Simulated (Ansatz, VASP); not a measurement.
Cu2NiO3 in VASP and in Ansatz

```
Cu Ni O
1.0
     5.25552    0.00000    0.00000
    -2.62776    4.55141    0.00000
     0.00000    0.00000    2.69791
Cu Ni O
2 1 3
Cartesian
  0.0000 3.0343 0.0000
  2.6278 1.5171 0.0000
  0.0000 0.0000 0.0000
  2.6278 0.0000 1.3490
  -1.3139 2.2757 1.3490
  1.3139 2.2757 1.3490
```

Change from the starting cell: species swapped into the YCo3Ni2 type (P6/mmm, No. 191).

Alike in both runs: task relaxation of cell and atoms; functional PBE; k mesh 6 × 6 × 6; occupations gaussian, width 0.1 eV; collinear spin.

|  | VASP | Ansatz |
| --- | --- | --- |
| version | VASP 6.6.1 | Ansatz 0.2.0 |
| potentials or method | VASP PAW PBE potentials, release 64 (Cu, Ni, O), cutoff 600 eV | scalar-relativistic, plane waves, PAW |
| valence electrons in the cell | 50 | 74 |

```csv
,VASP,Ansatz,Ansatz less VASP
"gap on the k mesh at the Fermi level, each at its own relaxed structure (eV)",none,none,-
net moment per atom (μB),0.25,0.25,0.000
size of the moment on the site where the two differ most (μB),1.07,1.08,+0.012
relaxed volume (Å³/atom),10.76,10.76,0.000
relaxed length of the cell vector where the two differ most in proportion (Å),2.698,2.698,0.0000
```

Site moments also hang on the region over which each program counts them. A gap of «none» marks a metal or a gap that the smearing closes. VASP's potentials hold 50 valence electrons a cell and Ansatz's 74, so a difference there can come from the potentials and not from the codes.

The k mesh is coarse, so the values compare programs but aren't converged. Noted on VASP's run: the relaxation stopped at its first step, so nothing moved.
